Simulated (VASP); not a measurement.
# Mo (I4_1/amd) in VASP: notebook

The runs below take Mo through single point, relaxation of cell and atoms, with r2SCAN.

All numbers are computed with VASP 6.6.1; they aren't measurements. Logs are shortened: lines on timing, memory, paths and dates and some standing lists are left out, and cuts for length are marked.

## 1. The cell of the first run

It takes space group I4_1/amd (No. 141, tetragonal). Conventional cell: a = 5.011 Å, b = 5.011 Å, c = 2.660 Å, α = 90.00°, β = 90.00°, γ = 90.00°. Mo (site symmetry -4m2) has 10 Mo at 2.59 to 3.20 Å within 3.4 Å.

## 2. Single point, r2SCAN

Contents of POSCAR:

```
Mo
1.0
   -2.5053549077      2.5053549077      1.3299022422
    2.5053549077     -2.5053549077      1.3299022422
    2.5053549077      2.5053549077     -1.3299022422
Mo
2
Direct
    0.0000000000      0.0000000000      0.0000000000
    0.7500000000      0.2500000000      0.5000000000
```

Contents of INCAR.step1:

```
SYSTEM = Mo
PREC = Accurate
ENCUT = 520
ISMEAR = 0
SIGMA = 0.1
LREAL = .FALSE.
LASPH = .TRUE.
NELM = 100
NBANDS = 21
GGA = PE
ALGO = Normal
EDIFF = 1E-4
LWAVE = .TRUE.
LCHARG = .FALSE.
```

Contents of INCAR.step2:

```
SYSTEM = Mo
PREC = Accurate
ENCUT = 520
EDIFF = 1E-6
ISMEAR = 0
SIGMA = 0.1
LREAL = .FALSE.
LASPH = .TRUE.
NELM = 100
ALGO = Normal
ISIF = 2
LWAVE = .FALSE.
LCHARG = .FALSE.
METAGGA = R2SCAN
LMIXTAU = .TRUE.
NBANDS = 21
ISTART = 1
```

Contents of KPOINTS:

```
regular mesh
0
G
  8 8 8
  0 0 0
```

Potentials or basis: VASP PAW PBE potentials, release 64 (Mo_sv).

On the command line:

```sh
cat potpaw_PBE.64/Mo_sv/POTCAR > POTCAR
cp INCAR.step1 INCAR
mpirun -np 1 vasp_std > vasp.out
cp INCAR.step2 INCAR
mpirun -np 1 vasp_std > vasp.out
```

OUTCAR:

```text
SYSTEM = Mo
   PREC = Accurate
   ENCUT = 520
   EDIFF = 1E-6
   ISMEAR = 0
   LREAL = .FALSE.
   LASPH = .TRUE.
   NELM = 100
   ISIF = 2
   METAGGA = R2SCAN
   ISTART = 1

 ion  position               nearest neighbor table
   1  0.000  0.000  0.000-   2 2.59   2 2.59   2 2.59   2 2.59   2 3.20   2 3.20   2 3.20   2 3.20

   2  0.750  0.250  0.500-   1 2.59   1 2.59   1 2.59   1 2.59   1 3.20   1 3.20   1 3.20   1 3.20

  LATTYP: Found a body centered tetragonal cell.
 ALAT       =     5.0107098154
 C/A-ratio  =     0.5308238917

  Lattice vectors:

 A1 = (  -2.5053549077,   2.5053549077,   1.3299022422)
 A2 = (   2.5053549077,  -2.5053549077,   1.3299022422)
 A3 = (   2.5053549077,   2.5053549077,  -1.3299022422)

Analysis of symmetry for initial positions (statically):
=====================================================================
 Subroutine PRICEL returns:
 Original cell was already a primitive cell.

 Routine SETGRP: Setting up the symmetry group for a
 body centered tetragonal supercell.

 Subroutine GETGRP returns: Found 16 space group operations
 (whereof  8 operations were pure point group operations)
 out of a pool of 16 trial point group operations.

The static configuration has the point symmetry D_2d.
 The point group associated with its full space group is D_4h.

Analysis of symmetry for dynamics (positions and initial velocities):
=====================================================================
 Subroutine PRICEL returns:
 Original cell was already a primitive cell.

 Routine SETGRP: Setting up the symmetry group for a
 body centered tetragonal supercell.

 Subroutine GETGRP returns: Found 16 space group operations
 (whereof  8 operations were pure point group operations)
 out of a pool of 16 trial point group operations.

The dynamic configuration has the point symmetry D_2d.
 The point group associated with its full space group is D_4h.

 Subroutine INISYM returns: Found 16 space group operations
 (whereof  8 operations are pure point group operations),
 and found     1 'primitive' translations

----------------------------------------------------------------------------------------

                                     Primitive cell

  volume of cell :      33.3901

  direct lattice vectors                    reciprocal lattice vectors
    -2.505354908  2.505354908  1.329902242     0.000000000  0.199572523  0.375967484
     2.505354908 -2.505354908  1.329902242     0.199572523  0.000000000  0.375967484
     2.505354908  2.505354908 -1.329902242     0.199572523  0.199572523  0.000000000

  length of vectors
     3.784474389  3.784474389  3.784474389     0.425653311  0.425653311  0.282238169

  position of ions in fractional coordinates (direct lattice)
     0.000000000  0.000000000  0.000000000
     0.750000000  0.250000000  0.500000000

  ion indices of the primitive-cell ions
   primitive index   ion index
                 1           1
                 2           2

----------------------------------------------------------------------------------------

 KPOINTS: regular mesh

Automatic generation of k-mesh.
 Grid dimensions read from file:
 generate k-points for:    8    8    8

 Generating k-lattice:

  Cartesian coordinates                     Fractional coordinates (reciprocal lattice)
     0.000000000  0.024946565  0.046995936     0.125000000 -0.000000000  0.000000000
     0.024946565  0.000000000  0.046995936    -0.000000000  0.125000000  0.000000000
     0.024946565  0.024946565  0.000000000     0.000000000  0.000000000  0.125000000

  Length of vectors
     0.053206664  0.053206664  0.035279771

  Shift w.r.t. Gamma in fractional coordinates (k-lattice)
     0.000000000  0.000000000  0.000000000

 Subroutine IBZKPT returns following result:
 ===========================================

 Found     59 irreducible k-points:

 Following reciprocal coordinates:
            Coordinates               Weight
  0.000000  0.000000  0.000000      1.000000
  0.125000  0.000000  0.000000      8.000000
  0.250000  0.000000  0.000000      8.000000
  0.375000  0.000000 -0.000000      8.000000
  0.500000  0.000000  0.000000      4.000000
  0.125000  0.125000  0.000000      8.000000
[... 16 lines left out ...]
  0.250000  0.125000  0.125000     16.000000
  0.375000  0.125000  0.125000      8.000000
 [... further k-points ...]
   k-points           NKPTS =     59   k-points in BZ     NKDIM =     59   number of bands    NBANDS=     21
   number of dos      NEDOS =    301   number of ions     NIONS =      2
   total plane-waves  NPLWV =  21952
   dimension x,y,z NGX =    28 NGY =   28 NGZ =   28
   dimension x,y,z NGXF=    56 NGYF=   56 NGZF=   56
   ions per type =               2
   NGX,Y,Z   is equivalent  to a cutoff of  12.30, 12.30, 12.30 a.u.
   NGXF,Y,Z  is equivalent  to a cutoff of  24.60, 24.60, 24.60 a.u.
 SYSTEM =  Mo
   PREC   = accura    normal or accurate (medium, high low for compatibility)
   ISTART =      1    job   : 0-new  1-cont  2-samecut
   ICHARG =      0    charge: 1-file 2-atom 10-const
   ISPIN  =      1    spin polarized calculation?
   LNONCOLLINEAR =      F non collinear calculations
   LSORBIT =      F    spin-orbit coupling
   LASPH  =      T    aspherical Exc in radial PAW
   ENCUT  =  520.0 eV  38.22 Ry    6.18 a.u.   7.04  7.04  7.04*2*pi/ulx,y,z
   NELM   =    100;   NELMIN=  2; NELMDL=  0     # of ELM steps
   EDIFF  = 0.1E-05   stopping-criterion for ELM
   LREAL  =      F    real-space projection
[... 7 lines left out ...]
   TEBEG  =    0.0;   TEEND  =   0.0 temperature during run
   PSTRESS=    0.0 pullay stress
   NELECT =      28.0000    total number of electrons
   NUPDOWN=      -1.0000    fix difference up-down
   EMIN   =  10.00;   EMAX   =-10.00  energy-range for DOS
   EFERMI =   0.00;   METHOD = LEGACY
   ISMEAR =     0;   SIGMA  =   0.10  broadening in eV -4-tet -1-fermi 0-gaus
   EFERMI_NEDOS =   21; number of points for ismear=-14 and -15
   IALGO  =     38    algorithm
   IMIX   =      4    mixing-type and parameters
     AMIX     =   0.40;   BMIX     =  1.00
     AMIX_MAG =   1.60;   BMIX_MAG =  1.00
  volume/ion in A,a.u.               =      16.70       112.66
  Fermi-wavevector in a.u.,A,eV,Ry     =   1.543790  2.917339 32.426578  2.383286
  Thomas-Fermi vector in A             =   2.649403
   LORBIT       =      0    0 simple, 1 ext, 2 COOP (PROOUT), +10 PAW based schemes
   METAGGA = R2SCAN    functional components
   LHFCALC =     F    Hartree Fock is set to
   AEXX    =    0.0000 exact exchange contribution
   IVDW    =     0    specifies the selected vdW correction
   LEPSILON=     F    determine dielectric tensor
   LRPA    =     F    only Hartree local field effects (RPA)
 non-spin polarized calculation
 Gauss-broadening in eV      SIGMA  =   0.10
  energy-cutoff  :      520.00
  volume of cell :       33.39
 maximum number of plane-waves:       924
   NGX = 15   NGY = 15   NGZ = 15

 number of electron      28.0000003 magnetization

 Free energy of the ion-electron system (eV)
  ---------------------------------------------------
  ext. energy  EPLUGINS =         0.00000000
  ---------------------------------------------------
  free energy    TOTEN  =       -50.35271371 eV

  energy without entropy =      -50.34181007  energy(sigma->0) =      -50.34726189

 E-fermi :  11.5815     XC(G=0): -14.0747

 val. band max:       11.5691123341   @ k =  -0.3750   0.2500  -0.0000
 cond. band min:      11.5990794408   @ k =  -0.1250   0.5000   0.1250
 fundamental gap:      0.0299671067
 Fermi energy:        11.5814551093

 k-point     1 :       0.0000    0.0000    0.0000
  band No.  band energies     occupation
      1     -51.5509      2.00000
      2     -51.0789      2.00000
      3     -25.3842      2.00000
      4     -25.3842      2.00000
      5     -24.0263      2.00000
      6     -24.0215      2.00000
[... 13 lines left out ...]
     20      18.2211      0.00000
     21      18.2212      0.00000

 k-point     2 :       0.1250    0.0000    0.0000
  band No.  band energies     occupation
      1     -51.5112      2.00000
      2     -51.0704      2.00000
      3     -25.3639      2.00000
      4     -25.3051      2.00000
      5     -24.2454      2.00000
      6     -24.2123      2.00000
[... 13 lines left out ...]
     20      19.6367      0.00000
     21      20.1002      0.00000

 k-point     3 :       0.2500    0.0000    0.0000
  band No.  band energies     occupation
      1     -51.4110      2.00000
      2     -51.0533      2.00000
      3     -25.3139      2.00000
      4     -25.1405      2.00000
      5     -24.7277      2.00000
      6     -24.6187      2.00000
[... 13 lines left out ...]
     20      21.7557      0.00000
     21      21.8348      0.00000

 k-point     4 :       0.3750    0.0000   -0.0000
  band No.  band energies     occupation
      1     -51.3002      2.00000
      2     -51.0449      2.00000
      3     -25.2899      2.00000
      4     -25.2621      2.00000
      5     -25.1336      2.00000
      6     -24.7051      2.00000
[... 13 lines left out ...]
     20      21.5432      0.00000
     21      21.7567      0.00000

 k-point     5 :       0.5000    0.0000    0.0000
  band No.  band energies     occupation
      1     -51.2479      2.00000
      2     -51.0474      2.00000
      3     -25.4618      2.00000
      4     -25.2911      2.00000
      5     -25.2401      2.00000
      6     -24.5737      2.00000
[... 13 lines left out ...]
     20      20.5318      0.00000
     21      21.2302      0.00000

 k-point     6 :       0.1250    0.1250    0.0000
  band No.  band energies     occupation
      1     -51.4255      2.00000
      2     -51.0388      2.00000
      3     -25.2605      2.00000
      4     -25.2483      2.00000
      5     -24.6935      2.00000
      6     -24.6516      2.00000
[... 13 lines left out ...]
     20      21.4190      0.00000
     21      23.1058      0.00000

 k-point     7 :       0.2500    0.1250   -0.0000
  band No.  band energies     occupation
      1     -51.3189      2.00000
      2     -51.0264      2.00000
      3     -25.3322      2.00000
      4     -25.1934      2.00000
      5     -25.0747      2.00000
      6     -24.9064      2.00000
[... 13 lines left out ...]
     20      21.3902      0.00000
     21      23.1194      0.00000
[... 291 lines left out ...]
      1     -51.4055      2.00000
      2     -51.2249      2.00000
      3     -25.0284      2.00000
      4     -25.0261      2.00000
      5     -24.5502      2.00000
      6     -24.5107      2.00000
[... 13 lines left out ...]
     20      14.6998      0.00000
     21      23.8033      0.00000

 k-point    21 :       0.5000    0.5000    0.0000
  band No.  band energies     occupation
      1     -51.3153      2.00000
      2     -51.3153      2.00000
      3     -24.7940      2.00000
      4     -24.7940      2.00000
      5     -24.7808      2.00000
      6     -24.7808      2.00000
[... 13 lines left out ...]
     20      14.6348      0.00000
     21      24.5940      0.00000

 k-point    22 :       0.1250    0.1250    0.1250
  band No.  band energies     occupation
      1     -51.3804      2.00000
      2     -51.0844      2.00000
      3     -25.1887      2.00000
      4     -25.1412      2.00000
      5     -24.7043      2.00000
      6     -24.6435      2.00000
[... 13 lines left out ...]
     20      19.1498      0.00000
     21      24.1179      0.00000

 k-point    23 :       0.2500    0.1250    0.1250
  band No.  band energies     occupation
      1     -51.2719      2.00000
      2     -51.0741      2.00000
      3     -25.3591      2.00000
      4     -25.1967      2.00000
      5     -24.9802      2.00000
      6     -24.7083      2.00000
[... 13 lines left out ...]
     20      19.2504      0.00000
     21      22.7848      0.00000

 k-point    24 :       0.3750    0.1250    0.1250
  band No.  band energies     occupation
      1     -51.2190      2.00000
      2     -51.0772      2.00000
      3     -25.5058      2.00000
      4     -25.3439      2.00000
      5     -24.9915      2.00000
      6     -24.5454      2.00000
[... 13 lines left out ...]
     20      19.9775      0.00000
     21      20.5422      0.00000

 [... further k-points ...]
[... 5 lines left out ...]
  --------------------------------------------------------------------------------------
  -------------------------------------------------------------------------------------
  Total        0.2611669      0.2611669      0.2357615      0.0000000      0.0000000      0.0000000
  in kB       12.5317148     12.5317148     11.3126713      0.0000000      0.0000000      0.0000000
  external PRESSURE =      12.1253670 kB  Pullay stress =       0.0000000 kB

 VOLUME and BASIS-vectors are now :
 -----------------------------------------------------------------------------
  energy-cutoff  :      520.00
  volume of cell :       33.39
      direct lattice vectors                 reciprocal lattice vectors
    -2.505354908  2.505354908  1.329902242     0.000000000  0.199572523  0.375967484
     2.505354908 -2.505354908  1.329902242     0.199572523  0.000000000  0.375967484
     2.505354908  2.505354908 -1.329902242     0.199572523  0.199572523  0.000000000

 POSITION                                       TOTAL-FORCE (eV/Angst)
 -----------------------------------------------------------------------------------
      0.00000      0.00000      0.00000        -0.000000      0.000000     -0.000000
      0.00000      2.50535      0.66495         0.000000     -0.000000      0.000000
 -----------------------------------------------------------------------------------
    total drift:                               -0.000000      0.000000      0.000000

  FREE ENERGIE OF THE ION-ELECTRON SYSTEM (eV)
  ---------------------------------------------------
  free  energy   TOTEN  =       -50.3527137144 eV

  energy  without entropy=      -50.3418100713  energy(sigma->0) =      -50.34726189
```

It took 86 s on 1 thread of Intel Xeon Platinum 8488C (Sapphire Rapids), shared host; peak memory 0.18 GiB.

Results:

```
Free energy            : -50.3527 eV
Pressure               : 1.2 GPa
Band gap on the k mesh : zero (band 14 reaches 13.32 eV, above the bottom of band 15 at 11.00 eV)
```

Caveat: the PAW data sets were made with another functional, which shifts forces and pressure a little.

(Part 1 of 2 ends here.)
